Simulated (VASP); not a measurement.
# Ti (P6/mmm) in VASP: further runs, part 2 of 2

VASP 6.6.1. Earlier steps stand in the parts before.

## (3) Single point, PBEsol

This run uses another cell than the first one, of the same volume but with other edges.

File INCAR:

```
SYSTEM = Ti
PREC     = Accurate       ! precision mode
ENCUT    = 520            ! plane-wave cutoff, eV
EDIFF    = 1E-6           ! SCF threshold, eV
ISMEAR   = 0              ! smearing method
SIGMA    = 0.15           ! smearing width, eV
LREAL    = .FALSE.        ! projectors in reciprocal space
LASPH    = .TRUE.         ! aspherical terms in the spheres
NELM     = 60             ! most SCF steps
ALGO     = Fast           ! electronic algorithm
ISIF     = 2              ! what is computed and relaxed
LWAVE    = .FALSE.        ! write WAVECAR
LCHARG   = .FALSE.        ! write CHGCAR
GGA      = PS             ! functional
NBANDS   = 25             ! bands
```

File KPOINTS:

```
Automatic mesh
0
G
  12 12 14
  0 0 0
```

File POSCAR:

```
Ti
1.0
    4.5962000000      0.0000000000      0.0000000000
   -2.2981000000      3.9804259609      0.0000000000
    0.0000000000      0.0000000000      2.8263000000
Ti
3
Direct
    0.0000000000      0.0000000000      0.0000000000
    0.3333333333      0.6666666667      0.5000000000
    0.6666666667      0.3333333333      0.5000000000
```

Potentials or basis: VASP PAW PBE potentials, release 64 (Ti_sv).

Run with:

```sh
$ cat potpaw_PBE.64/Ti_sv/POTCAR > POTCAR
$ mpirun -np 1 vasp_std > vasp.out
```

OUTCAR:

```text
SYSTEM = Ti
   PREC = Accurate
   ENCUT = 520
   EDIFF = 1E-6
   ISMEAR = 0
   LREAL = .FALSE.
   LASPH = .TRUE.
   NELM = 60
   ISIF = 2
   GGA = PS

 ion  position               nearest neighbor table
   1  0.000  0.000  0.000-
   2  0.333  0.667  0.500-   3 2.65   3 2.65   3 2.65
   3  0.667  0.333  0.500-   2 2.65   2 2.65   2 2.65

  LATTYP: Found a hexagonal cell.
 ALAT       =     4.5962000000
 C/A-ratio  =     0.6149210217

  Lattice vectors:

 A1 = (   4.5962000000,   0.0000000000,   0.0000000000)
 A2 = (  -2.2981000000,   3.9804259609,   0.0000000000)
 A3 = (   0.0000000000,   0.0000000000,   2.8263000000)

Analysis of symmetry for initial positions (statically):
=====================================================================
 Subroutine PRICEL returns:
 Original cell was already a primitive cell.

 Routine SETGRP: Setting up the symmetry group for a
 hexagonal supercell.

 Subroutine GETGRP returns: Found 24 space group operations
 (whereof 24 operations were pure point group operations)
 out of a pool of 24 trial point group operations.

The static configuration has the point symmetry D_6h.

Analysis of symmetry for dynamics (positions and initial velocities):
=====================================================================
 Subroutine PRICEL returns:
 Original cell was already a primitive cell.

 Routine SETGRP: Setting up the symmetry group for a
 hexagonal supercell.

 Subroutine GETGRP returns: Found 24 space group operations
 (whereof 24 operations were pure point group operations)
 out of a pool of 24 trial point group operations.

The dynamic configuration has the point symmetry D_6h.

 Subroutine INISYM returns: Found 24 space group operations
 (whereof 24 operations are pure point group operations),
 and found     1 'primitive' translations

----------------------------------------------------------------------------------------

                                     Primitive cell

  volume of cell :      51.7067

  direct lattice vectors                    reciprocal lattice vectors
     4.596200000  0.000000000  0.000000000     0.217571037  0.125614697  0.000000000
    -2.298100000  3.980425961  0.000000000     0.000000000  0.251229393  0.000000000
     0.000000000  0.000000000  2.826300000     0.000000000  0.000000000  0.353819481

  length of vectors
     4.596200000  4.596200000  2.826300000     0.251229393  0.251229393  0.353819481

  position of ions in fractional coordinates (direct lattice)
     0.000000000  0.000000000  0.000000000
     0.333333333  0.666666667  0.500000000
     0.666666667  0.333333333  0.500000000

  ion indices of the primitive-cell ions
   primitive index   ion index
                 1           1
                 2           2
                 3           3

----------------------------------------------------------------------------------------

 KPOINTS: Automatic mesh

Automatic generation of k-mesh.
 Grid dimensions read from file:
 generate k-points for:   12   12   14

 Generating k-lattice:

  Cartesian coordinates                     Fractional coordinates (reciprocal lattice)
     0.018130920  0.010467891  0.000000000     0.083333333  0.000000000  0.000000000
     0.000000000  0.020935783  0.000000000     0.000000000  0.083333333  0.000000000
     0.000000000  0.000000000  0.025272820     0.000000000  0.000000000  0.071428571

  Length of vectors
     0.020935783  0.020935783  0.025272820

  Shift w.r.t. Gamma in fractional coordinates (k-lattice)
     0.000000000  0.000000000  0.000000000

 Subroutine IBZKPT returns following result:
 ===========================================

 Found    152 irreducible k-points:

 Following reciprocal coordinates:
            Coordinates               Weight
  0.000000  0.000000  0.000000      1.000000
  0.083333  0.000000  0.000000      6.000000
  0.166667  0.000000  0.000000      6.000000
  0.250000  0.000000  0.000000      6.000000
  0.333333  0.000000  0.000000      6.000000
  0.416667  0.000000  0.000000      6.000000
[... 16 lines left out ...]
  0.250000  0.000000  0.071429     12.000000
  0.333333  0.000000  0.071429     12.000000
 [... further k-points ...]
   k-points           NKPTS =    152   k-points in BZ     NKDIM =    152   number of bands    NBANDS=     25
   number of dos      NEDOS =    301   number of ions     NIONS =      3
   total plane-waves  NPLWV =  31104
   dimension x,y,z NGX =    36 NGY =   36 NGZ =   24
   dimension x,y,z NGXF=    72 NGYF=   72 NGZF=   48
   ions per type =               3
   NGX,Y,Z   is equivalent  to a cutoff of  13.02, 13.02, 14.12 a.u.
   NGXF,Y,Z  is equivalent  to a cutoff of  26.04, 26.04, 28.23 a.u.
 SYSTEM =  Ti
   PREC   = accura    normal or accurate (medium, high low for compatibility)
   ISTART =      0    job   : 0-new  1-cont  2-samecut
   ICHARG =      2    charge: 1-file 2-atom 10-const
   ISPIN  =      1    spin polarized calculation?
   LNONCOLLINEAR =      F non collinear calculations
   LSORBIT =      F    spin-orbit coupling
   LASPH  =      T    aspherical Exc in radial PAW
   ENCUT  =  520.0 eV  38.22 Ry    6.18 a.u.   8.55  8.55  5.26*2*pi/ulx,y,z
   NELM   =     60;   NELMIN=  2; NELMDL= -5     # of ELM steps
   EDIFF  = 0.1E-05   stopping-criterion for ELM
   LREAL  =      F    real-space projection
   EDIFFG = 0.1E-04   stopping-criterion for IOM
   NSW    =      0    number of steps for IOM
   IBRION =     -1    ionic relax: 0-MD 1-quasi-New 2-CG
   NFREE  =      0    steps in history (QN), initial steepest desc. (CG)
   ISIF   =      2    stress and relaxation
   ISYM   =      2    0-nonsym 1-usesym 2-fastsym
   POTIM  = 0.5000    time-step for ionic-motion
   TEBEG  =    0.0;   TEEND  =   0.0 temperature during run
   PSTRESS=    0.0 pullay stress
   NELECT =      36.0000    total number of electrons
   NUPDOWN=      -1.0000    fix difference up-down
   EMIN   =  10.00;   EMAX   =-10.00  energy-range for DOS
   EFERMI =   0.00;   METHOD = LEGACY
   ISMEAR =     0;   SIGMA  =   0.15  broadening in eV -4-tet -1-fermi 0-gaus
   EFERMI_NEDOS =   21; number of points for ismear=-14 and -15
   IALGO  =     68    algorithm
   IMIX   =      4    mixing-type and parameters
     AMIX     =   0.40;   BMIX     =  1.00
     AMIX_MAG =   1.60;   BMIX_MAG =  1.00
  volume/ion in A,a.u.               =      17.24       116.31
  Fermi-wavevector in a.u.,A,eV,Ry     =   1.450976  2.741946 28.644754  2.105330
  Thomas-Fermi vector in A             =   2.568526
   LORBIT       =      0    0 simple, 1 ext, 2 COOP (PROOUT), +10 PAW based schemes
   GGA     = PS    functional components
   LHFCALC =     F    Hartree Fock is set to
   AEXX    =    0.0000 exact exchange contribution
   IVDW    =     0    specifies the selected vdW correction
   LEPSILON=     F    determine dielectric tensor
   LRPA    =     F    only Hartree local field effects (RPA)
 non-spin polarized calculation
 RMM-DIIS sequential band-by-band and
 Gauss-broadening in eV      SIGMA  =   0.15
  energy-cutoff  :      520.00
  volume of cell :       51.71
 maximum number of plane-waves:      1426
 NGX is ok and might be reduce to    36

 number of electron      35.9999981 magnetization

 Free energy of the ion-electron system (eV)
  ---------------------------------------------------
  ext. energy  EPLUGINS =         0.00000000
  ---------------------------------------------------
  free energy    TOTEN  =       -25.03342820 eV

  energy without entropy =      -25.00140157  energy(sigma->0) =      -25.01741489

 E-fermi :   8.1584     XC(G=0): -11.6718

 val. band max:        8.1562894570   @ k =   0.3333   0.3333   0.2143
 cond. band min:       8.1625782287   @ k =   0.2500   0.2500   0.0000
 fundamental gap:      0.0062887716
 Fermi energy:         8.1583554871

 k-point     1 :       0.0000    0.0000    0.0000
  band No.  band energies     occupation
      1     -48.4871      2.00000
      2     -48.2304      2.00000
      3     -48.0713      2.00000
      4     -24.9003      2.00000
      5     -24.9003      2.00000
      6     -24.7875      2.00000
[... 17 lines left out ...]
     24      10.0728      0.00000
     25      10.1031      0.00000

 k-point     2 :       0.0833    0.0000    0.0000
  band No.  band energies     occupation
      1     -48.4862      2.00000
      2     -48.2288      2.00000
      3     -48.0740      2.00000
      4     -24.9216      2.00000
      5     -24.9171      2.00000
      6     -24.7658      2.00000
[... 608 lines left out ...]
 k-point    24 :       0.3333    0.0000    0.0714
  band No.  band energies     occupation
      1     -48.4743      2.00000
      2     -48.2018      2.00000
      3     -48.1054      2.00000
      4     -25.0227      2.00000
      5     -24.9172      2.00000
      6     -24.6546      2.00000
[... 17 lines left out ...]
     24      10.2176      0.00000
     25      10.8177      0.00000

 [... further k-points ...]
[... 5 lines left out ...]
  --------------------------------------------------------------------------------------
  -------------------------------------------------------------------------------------
  Total       -1.8441739     -1.8441739     -1.4406902      0.0000000      0.0000000      0.0000000
  in kB      -57.1433551    -57.1433551    -44.6410572      0.0000000      0.0000000      0.0000000
  external PRESSURE =     -52.9759225 kB  Pullay stress =       0.0000000 kB

 VOLUME and BASIS-vectors are now :
 -----------------------------------------------------------------------------
  energy-cutoff  :      520.00
  volume of cell :       51.71
      direct lattice vectors                 reciprocal lattice vectors
     4.596200000  0.000000000  0.000000000     0.217571037  0.125614697  0.000000000
    -2.298100000  3.980425961  0.000000000     0.000000000  0.251229393  0.000000000
     0.000000000  0.000000000  2.826300000     0.000000000  0.000000000  0.353819481

 POSITION                                       TOTAL-FORCE (eV/Angst)
 -----------------------------------------------------------------------------------
      0.00000      0.00000      0.00000        -0.000000      0.000000      0.000000
     -0.00000      2.65362      1.41315         0.000000      0.000000     -0.000000
      2.29810      1.32681      1.41315        -0.000000     -0.000000      0.000000
 -----------------------------------------------------------------------------------
    total drift:                                0.000000      0.000000     -0.000000

  FREE ENERGIE OF THE ION-ELECTRON SYSTEM (eV)
  ---------------------------------------------------
  free  energy   TOTEN  =       -25.0334282031 eV

  energy  without entropy=      -25.0014015709  energy(sigma->0) =      -25.01741489
```

Wall time 7.5 min (1 thread of Intel Xeon Platinum 8488C (Sapphire Rapids), shared host); peak memory 0.28 GiB.

Results:

| Property | Result |
| --- | --- |
| Free energy | -25.0334 eV |
| Pressure | -5.3 GPa |
| Band gap on the k mesh | zero (band 18 reaches 8.36 eV, above the bottom of band 19 at 8.10 eV) |

Stress tensor (GPa, compression positive):
```
-5.71  0.00  0.00
 0.00 -5.71  0.00
 0.00  0.00 -4.46
```

Caveat: the PAW data sets were made with another functional, which shifts forces and pressure a little.

## (4) Single point, PBEsol

This run uses another cell than the first one, of 17.35 Å³/atom, 1.006 times its volume.

File INCAR:

```
SYSTEM = Ti
PREC = Accurate
ENCUT = 520
EDIFF = 1E-6
ISMEAR = 0
SIGMA = 0.15
LREAL = .FALSE.
LASPH = .TRUE.
NELM = 100
ALGO = Fast
ISIF = 2
LWAVE = .FALSE.
LCHARG = .FALSE.
GGA = PS
NBANDS = 25
```

File KPOINTS:

```
regular mesh
0
G
  12 12 14
  0 0 0
```

File POSCAR:

```
Ti
1.0
    4.3795000000      0.0000000000      0.0000000000
   -2.1897500000      3.7927582559      0.0000000000
    0.0000000000      0.0000000000      3.1341000000
Ti
3
Direct
    0.0000000000      0.0000000000      0.0000000000
    0.3333333333      0.6666666667      0.5000000000
    0.6666666667      0.3333333333      0.5000000000
```

Run with:

```sh
$ cat potpaw_PBE.64/Ti_sv/POTCAR > POTCAR
$ mpirun -np 1 vasp_std > vasp.out
```

Wall time 11 min (1 thread of Intel Xeon Platinum 8488C (Sapphire Rapids), shared host); peak memory 0.28 GiB.

It converged, with:

| Item | Value |
| --- | --- |
| Free energy | -24.6755 eV |
| Pressure | -5.5 GPa |
| Band gap on the k mesh | zero (band 18 reaches 8.42 eV, above the bottom of band 19 at 7.93 eV) |

Stress tensor (GPa, compression positive):
```
  0.86   0.00   0.00
  0.00   0.86   0.00
  0.00   0.00 -18.11
```

Levels at points of the mesh, in eV from the Fermi level:
```tsv
k point	band 14	band 15	band 16	band 17	band 18	band 19	band 20	band 21	band 22	band 23
(0.00, 0.00, 0.00)	-2.12	-0.51	-0.51	-0.39	-0.39	0.76	1.06	1.06	1.15	1.15
(0.50, 0.00, 0.00)	-3.31	-2.54	-0.44	-0.13	-0.08	-0.03	0.37	1.07	1.11	1.20
(0.00, 0.00, 0.50)	-2.38	-2.02	-2.02	-1.61	-1.61	1.10	1.10	1.54	1.54	2.98
(0.50, 0.00, 0.50)	-2.14	-1.49	-1.23	-1.16	-0.82	0.48	0.62	0.64	0.94	2.14
```

Caveat: the PAW data sets were made with another functional, which shifts forces and pressure a little.

## (5) The runs side by side

```csv
cell,gap on the mesh (eV),pressure (GPa)
"a = 4.515, b = 4.515, c = 2.933 Å, angles 90.0, 90.0, 120.0°, 3 atoms",none,-5.5
"a = 4.596, b = 4.596, c = 2.826 Å, angles 90.0, 90.0, 120.0°, 3 atoms",none,-5.3
"a = 4.380, b = 4.380, c = 3.134 Å, angles 90.0, 90.0, 120.0°, 3 atoms",none,-5.5
```

Alike in all rows: task single point; level PBEsol; potentials or basis VASP PAW PBE potentials, release 64 (Ti_sv); no spin polarisation; k mesh 12 × 12 × 14; cutoff (eV) 520; smearing gaussian 0.15 eV.

Caveats: the PAW data sets were made with another functional, which shifts forces and pressure a little.

Absolute energies hang on the potentials; compare differences alone.
